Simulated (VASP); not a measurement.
# AlSi16 (a cell with a defect) in VASP: single point with PBE

Aim: the single point of AlSi16 (a cell with a defect) with PBE.

All numbers are computed with VASP 6.6.1; they aren't measurements. Logs are shortened: lines on timing, memory, paths and dates and some standing lists are left out, and cuts for length are marked.

**1. The cell of the first run**

The cell holds a defect, 17 atoms: a = 7.679 Å, b = 7.679 Å, c = 7.679 Å, α = 60.00°, β = 60.00°, γ = 60.00°.

**2. Single point, PBE, collinear spin**

Input file INCAR:

```
PREC = Accurate
ENCUT = 520
EDIFF = 1E-6
ISMEAR = -1
SIGMA = 0.02
LREAL = Auto
LASPH = True
NELM = 150
ALGO = Normal
ISIF = 2
LWAVE = False
LCHARG = False
ISPIN = 2
MAGMOM = 0 0 0 0 0 0 0 0 0 0 0 0 0 0 0 0 1
LORBIT = 11
GGA = PE
NBANDS = 52
```

Input file KPOINTS:

```
regular mesh
0
Gamma
  2 2 2
```

Input file POSCAR:

```
AlSi16
1.0
    0.0000000000      5.4300000000      5.4300000000
    5.4300000000      0.0000000000      5.4300000000
    5.4300000000      5.4300000000      0.0000000000
Si Al
16 1
Direct
    0.0048773180      0.0042673185     -0.0132340843
    0.1267880542      0.1262723175      0.1236693221
    0.0049157265      0.0043642772      0.5044455016
    0.1256894778      0.1248267357      0.6249829032
   -0.0035489635      0.5012032004      0.0012799068
    0.1267549425      0.6234938897      0.1236209173
    0.0048864085      0.4866064738      0.5043831433
    0.1267999077      0.6235631362      0.6263459824
    0.5017287808     -0.0040459719      0.0012492160
    0.6241225227      0.1262029339      0.1235774910
    0.4874875739      0.0042049856      0.5043106340
    0.6241836299      0.1262558341      0.6263163563
    0.5017181088      0.5011915828      0.0012542968
    0.6254211316      0.6248828274      0.1249628066
    0.5017361527      0.5011812460      0.4960198364
    0.6241400468      0.6234691847      0.6262785722
    0.8757172813      0.8748138283      0.3749655983
```

Potentials or basis: VASP PAW PBE potentials, release 64 (Si, Al).

On the command line:

```
$ cat potpaw_PBE.64/Si/POTCAR potpaw_PBE.64/Al/POTCAR > POTCAR
$ mpirun -np 1 vasp_std > vasp.out
```

OUTCAR:

```text
PREC = Accurate
   ENCUT = 520
   EDIFF = 1E-6
   ISMEAR = -1
   LREAL = Auto
   LASPH = True
   NELM = 150
   ISIF = 2
   ISPIN = 2
   LORBIT = 11
   GGA = PE

 ion  position               nearest neighbor table
   1  0.005  0.004  0.987-   4 2.27  10 2.39   6 2.39   2 2.39  17 2.43
   2  0.127  0.126  0.124-   5 2.35   9 2.35   3 2.39   1 2.39  17 2.73
   3  0.005  0.004  0.504-   4 2.27  12 2.39   2 2.39   8 2.39  17 2.43
   4  0.126  0.125  0.625-   3 2.27   7 2.27   1 2.27  11 2.27
   5  0.996  0.501  0.001-  14 2.33   2 2.35   8 2.35   6 2.35
   6  0.127  0.623  0.124-   5 2.35  13 2.35   7 2.39   1 2.39  17 2.73
   7  0.005  0.487  0.504-   4 2.27  16 2.39   6 2.39   8 2.39  17 2.43
   8  0.127  0.624  0.626-   5 2.35  15 2.35   3 2.39   7 2.39  17 2.73
   9  0.502  0.996  0.001-  14 2.33  12 2.35   2 2.35  10 2.35
  10  0.624  0.126  0.124-   9 2.35  13 2.35  11 2.39   1 2.39  17 2.73
  11  0.487  0.004  0.504-   4 2.27  10 2.39  16 2.39  12 2.39  17 2.43
  12  0.624  0.126  0.626-  15 2.35   9 2.35   3 2.39  11 2.39  17 2.73
  13  0.502  0.501  0.001-  14 2.33   6 2.35  16 2.35  10 2.35
  14  0.625  0.625  0.125-   5 2.33  15 2.33   9 2.33  13 2.33
  15  0.502  0.501  0.496-  14 2.33  12 2.35   8 2.35  16 2.35
  16  0.624  0.623  0.626-  15 2.35  13 2.35  11 2.39   7 2.39  17 2.73
  17  0.876  0.875  0.375-   1 2.43   7 2.43   3 2.43  11 2.43   8 2.73   2 2.73   6 2.73  12 2.73
                            16 2.73  10 2.73

  LATTYP: Found a face centered cubic cell.
 ALAT       =    10.8600000000

  Lattice vectors:

 A1 = (   0.0000000000,   5.4300000000,   5.4300000000)
 A2 = (   5.4300000000,   0.0000000000,   5.4300000000)
 A3 = (   5.4300000000,   5.4300000000,   0.0000000000)

Analysis of symmetry for initial positions (statically):
=====================================================================
 Subroutine PRICEL returns:
 Original cell was already a primitive cell.

 Routine SETGRP: Setting up the symmetry group for a
 face centered cubic supercell.

 Subroutine GETGRP returns: Found  1 space group operations
 (whereof  1 operations were pure point group operations)
 out of a pool of 48 trial point group operations.

The static configuration has the point symmetry C_1 .

Analysis of symmetry for dynamics (positions and initial velocities):
=====================================================================
 Subroutine PRICEL returns:
 Original cell was already a primitive cell.

 Routine SETGRP: Setting up the symmetry group for a
 face centered cubic supercell.

 Subroutine GETGRP returns: Found  1 space group operations
 (whereof  1 operations were pure point group operations)
 out of a pool of 48 trial point group operations.

The dynamic configuration has the point symmetry C_1 .

Analysis of structural, dynamic, and magnetic symmetry:
=====================================================================
 Subroutine PRICEL returns:
 Original cell was already a primitive cell.

 Routine SETGRP: Setting up the symmetry group for a
 face centered cubic supercell.

 Subroutine GETGRP returns: Found  1 space group operations
 (whereof  1 operations were pure point group operations)
 out of a pool of 48 trial point group operations.

The overall configuration has the point symmetry C_1 .

 Subroutine INISYM returns: Found  1 space group operations
 (whereof  1 operations are pure point group operations),
 and found     1 'primitive' translations

----------------------------------------------------------------------------------------

                                     Primitive cell

  volume of cell :     320.2060

  direct lattice vectors                    reciprocal lattice vectors
     0.000000000  5.430000000  5.430000000    -0.092081031  0.092081031  0.092081031
     5.430000000  0.000000000  5.430000000     0.092081031 -0.092081031  0.092081031
     5.430000000  5.430000000  0.000000000     0.092081031  0.092081031 -0.092081031

  length of vectors
     7.679179644  7.679179644  7.679179644     0.159489025  0.159489025  0.159489025

  position of ions in fractional coordinates (direct lattice)
     0.004877318  0.004267318  0.986765916
     0.126788054  0.126272318  0.123669322
     0.004915727  0.004364277  0.504445502
     0.125689478  0.124826736  0.624982903
     0.996451036  0.501203200  0.001279907
     0.126754942  0.623493890  0.123620917
[... 9 lines left out ...]
     0.624140047  0.623469185  0.626278572
     0.875717281  0.874813828  0.374965598

  ion indices of the primitive-cell ions
   primitive index   ion index
                 1           1
                 2           2
                 3           3
                 4           4
                 5           5
                 6           6
[... 9 lines left out ...]
                16          16
                17          17

----------------------------------------------------------------------------------------

 KPOINTS: regular mesh

Automatic generation of k-mesh.
 Grid dimensions read from file:
 generate k-points for:    2    2    2

 Generating k-lattice:

  Cartesian coordinates                     Fractional coordinates (reciprocal lattice)
    -0.046040516  0.046040516  0.046040516     0.500000000  0.000000000  0.000000000
     0.046040516 -0.046040516  0.046040516     0.000000000  0.500000000  0.000000000
     0.046040516  0.046040516 -0.046040516     0.000000000  0.000000000  0.500000000

  Length of vectors
     0.079744512  0.079744512  0.079744512

  Shift w.r.t. Gamma in fractional coordinates (k-lattice)
     0.000000000  0.000000000  0.000000000

 Subroutine IBZKPT returns following result:
 ===========================================

 Found      8 irreducible k-points:

 Following reciprocal coordinates:
            Coordinates               Weight
  0.000000  0.000000  0.000000      1.000000
  0.500000  0.000000  0.000000      1.000000
  0.000000  0.500000  0.000000      1.000000
  0.000000  0.000000  0.500000      1.000000
  0.500000  0.500000  0.500000      1.000000
  0.500000  0.500000  0.000000      1.000000
  0.000000  0.500000  0.500000      1.000000
  0.500000  0.000000  0.500000      1.000000
   k-points           NKPTS =      8   k-points in BZ     NKDIM =      8   number of bands    NBANDS=     52
   number of dos      NEDOS =    301   number of ions     NIONS =     17
   total plane-waves  NPLWV = 216000
   dimension x,y,z NGX =    60 NGY =   60 NGZ =   60
   dimension x,y,z NGXF=   120 NGYF=  120 NGZF=  120
   ions per type =              16   1
   NGX,Y,Z   is equivalent  to a cutoff of  12.99, 12.99, 12.99 a.u.
   NGXF,Y,Z  is equivalent  to a cutoff of  25.98, 25.98, 25.98 a.u.
 SYSTEM =  unknown system
   PREC   = accura    normal or accurate (medium, high low for compatibility)
   ISTART =      0    job   : 0-new  1-cont  2-samecut
   ICHARG =      2    charge: 1-file 2-atom 10-const
   ISPIN  =      2    spin polarized calculation?
   LNONCOLLINEAR =      F non collinear calculations
   LSORBIT =      F    spin-orbit coupling
   LASPH  =      T    aspherical Exc in radial PAW
   ENCUT  =  520.0 eV  38.22 Ry    6.18 a.u.  14.28 14.28 14.28*2*pi/ulx,y,z
   NELM   =    150;   NELMIN=  2; NELMDL= -5     # of ELM steps
   EDIFF  = 0.1E-05   stopping-criterion for ELM
   LREAL  =      T    real-space projection
   EDIFFG = 0.1E-04   stopping-criterion for IOM
   NSW    =      0    number of steps for IOM
   IBRION =     -1    ionic relax: 0-MD 1-quasi-New 2-CG
   NFREE  =      0    steps in history (QN), initial steepest desc. (CG)
   ISIF   =      2    stress and relaxation
   ISYM   =      2    0-nonsym 1-usesym 2-fastsym
   POTIM  = 0.5000    time-step for ionic-motion
   TEBEG  =    0.0;   TEEND  =   0.0 temperature during run
   PSTRESS=    0.0 pullay stress
   NELECT =      67.0000    total number of electrons
   NUPDOWN=      -1.0000    fix difference up-down
   EMIN   =  10.00;   EMAX   =-10.00  energy-range for DOS
   EFERMI =   0.00;   METHOD = LEGACY
   ISMEAR =    -1;   SIGMA  =   0.02  broadening in eV -4-tet -1-fermi 0-gaus
   EFERMI_NEDOS =   21; number of points for ismear=-14 and -15
   IALGO  =     38    algorithm
   IMIX   =      4    mixing-type and parameters
     AMIX     =   0.40;   BMIX     =  1.00
     AMIX_MAG =   1.60;   BMIX_MAG =  1.00
  volume/ion in A,a.u.               =      18.84       127.11
  Fermi-wavevector in a.u.,A,eV,Ry     =   0.971904  1.836632 12.852022  0.944597
  Thomas-Fermi vector in A             =   2.102159
   LORBIT       =     11    0 simple, 1 ext, 2 COOP (PROOUT), +10 PAW based schemes
   GGA     = PE    functional components
   LHFCALC =     F    Hartree Fock is set to
   AEXX    =    0.0000 exact exchange contribution
   IVDW    =     0    specifies the selected vdW correction
   LEPSILON=     F    determine dielectric tensor
   LRPA    =     F    only Hartree local field effects (RPA)
 spin polarized calculation
  energy-cutoff  :      520.00
  volume of cell :      320.21
 maximum number of plane-waves:      8646
 NGX is ok and might be reduce to    60
   NGX = 29   NGY = 29   NGZ = 29

 number of electron      67.0000001 magnetization      -0.0195730

 number of electron      67.0000001 magnetization       0.0273038

 Free energy of the ion-electron system (eV)
  ---------------------------------------------------
  ext. energy  EPLUGINS =         0.00000000
  ---------------------------------------------------
  free energy    TOTEN  =       -86.69696056 eV

  energy without entropy =      -86.69006959  energy(sigma->0) =      -86.69351507

 E-fermi :   6.9028     XC(G=0):  -9.6571

 val. band max:        6.8987667894   @ k =   0.0000   0.0000   0.0000
 cond. band min:       6.9068256543   @ k =   0.0000   0.0000   0.0000
 fundamental gap:      0.0080588649
 Fermi energy:         6.9027885432

 spin component 1

 k-point     1 :       0.0000    0.0000    0.0000
  band No.  band energies     occupation
      1      -6.0084      1.00000
      2      -3.5567      1.00000
      3      -3.5385      1.00000
      4      -3.5381      1.00000
      5      -3.5379      1.00000
      6      -2.4028      1.00000
[... 373 lines left out ...]
     44      10.3328      0.00000
     45      10.4662      0.00000
 Fermi energy:         6.9027885432

 spin component 2

 k-point     1 :       0.0000    0.0000    0.0000
  band No.  band energies     occupation
      1      -6.0068      1.00000
      2      -3.5555      1.00000
      3      -3.5372      1.00000
      4      -3.5368      1.00000
      5      -3.5366      1.00000
      6      -2.4018      1.00000
[... 373 lines left out ...]
     44      10.3363      0.00000
     45      10.4686      0.00000
 [bands above 45 left out]

------------------------ aborting loop because EDIFF is reached ----------------------------------------

  FORCE on cell =-STRESS in cart. coord.  units (eV):
  Direction    XX          YY          ZZ          XY          YZ          ZX
  --------------------------------------------------------------------------------------
  -------------------------------------------------------------------------------------
  Total       10.7876300     10.7838750     10.7849544     -0.0071550      0.0005835     -0.0112949
  in kB       53.9768006     53.9580126     53.9634132     -0.0358005      0.0029194     -0.0565148
  external PRESSURE =      53.9660755 kB  Pullay stress =       0.0000000 kB

 VOLUME and BASIS-vectors are now :
 -----------------------------------------------------------------------------
  energy-cutoff  :      520.00
  volume of cell :      320.21
      direct lattice vectors                 reciprocal lattice vectors
     0.000000000  5.430000000  5.430000000    -0.092081031  0.092081031  0.092081031
     5.430000000  0.000000000  5.430000000     0.092081031 -0.092081031  0.092081031
     5.430000000  5.430000000  0.000000000     0.092081031  0.092081031 -0.092081031

 POSITION                                       TOTAL-FORCE (eV/Angst)
 -----------------------------------------------------------------------------------
      5.38131      5.38462      0.04966         0.000708      0.002373      0.000056
      1.35718      1.35998      1.37412        -0.002536     -0.001793      0.011562
      2.76284      2.76583      0.05039        -0.002157     -0.000401     -0.001067
      4.07147      4.07615      1.36030         0.001128     -0.002392     -0.001877
      2.72848      5.41768      8.13226        -0.007511      0.009523      0.009197
      4.05683      1.35954      4.07385        -0.011646      0.000857      0.002094
[... 9 lines left out ...]
      6.78613      6.78977      6.77452         0.002811      0.000291     -0.010815
      6.78630      6.79121      9.50538         0.000438     -0.000508     -0.000477
 -----------------------------------------------------------------------------------
    total drift:                               -0.002804     -0.002432     -0.002342

  FREE ENERGIE OF THE ION-ELECTRON SYSTEM (eV)
  ---------------------------------------------------
  free  energy   TOTEN  =       -86.6969605587 eV

  energy  without entropy=      -86.6900695865  energy(sigma->0) =      -86.69351507

 total charge

# of ion       s       p       d       tot
------------------------------------------
    1        0.758   0.950   0.000   1.708
    2        0.743   0.929   0.000   1.672
    3        0.758   0.950   0.000   1.708
    4        0.762   0.992   0.000   1.754
    5        0.746   0.949   0.000   1.696
    6        0.743   0.929   0.000   1.672
[... 9 lines left out ...]
   16        0.743   0.929   0.000   1.672
   17        0.507   0.335   0.000   0.843
--------------------------------------------------
tot         12.479  15.471   0.000  27.950

 magnetization (x)

# of ion       s       p       d       tot
------------------------------------------
    1       -0.000   0.000   0.000   0.000
    2        0.000  -0.000   0.000   0.000
    3       -0.000   0.000   0.000   0.000
    4       -0.000  -0.000   0.000  -0.000
    5       -0.000   0.000   0.000   0.000
    6        0.000  -0.000   0.000   0.000
[... 9 lines left out ...]
   16        0.000  -0.000   0.000   0.000
   17       -0.000  -0.000   0.000  -0.000
--------------------------------------------------
tot          0.002   0.001   0.000   0.004
```

It took 4.3 min on 1 thread of AMD EPYC 9R45 (Zen 5), shared host; peak memory 0.67 GiB.

Results:

```yaml
Free_energy: -86.6970 eV
Pressure: 5.4 GPa
Largest_force: 0.015 eV/Å
Net_moment: 0.03 μB per cell
Valence_electrons_inside_the_program's_atomic_spheres: Si 1.71, 1.67, 1.75, 1.70 (each value once); Al 0.84
```

Forces on the atoms (eV/Å):
```
Si   0.001  0.002  0.000
Si  -0.003 -0.002  0.012
Si  -0.002  0.000 -0.001
Si   0.001 -0.002 -0.002
Si  -0.008  0.010  0.009
Si  -0.012  0.001  0.002
Si   0.001  0.000  0.002
Si  -0.001  0.011 -0.002
Si   0.008 -0.004  0.009
Si   0.002 -0.011  0.001
Si  -0.001  0.000  0.000
Si   0.010 -0.002 -0.003
Si  -0.007 -0.006 -0.007
Si   0.000 -0.005 -0.004
Si   0.007  0.010 -0.005
Si   0.003  0.000 -0.011
Al   0.000 -0.001  0.000
```

Caveat: the k points lie up to 0.50 Å⁻¹ apart.
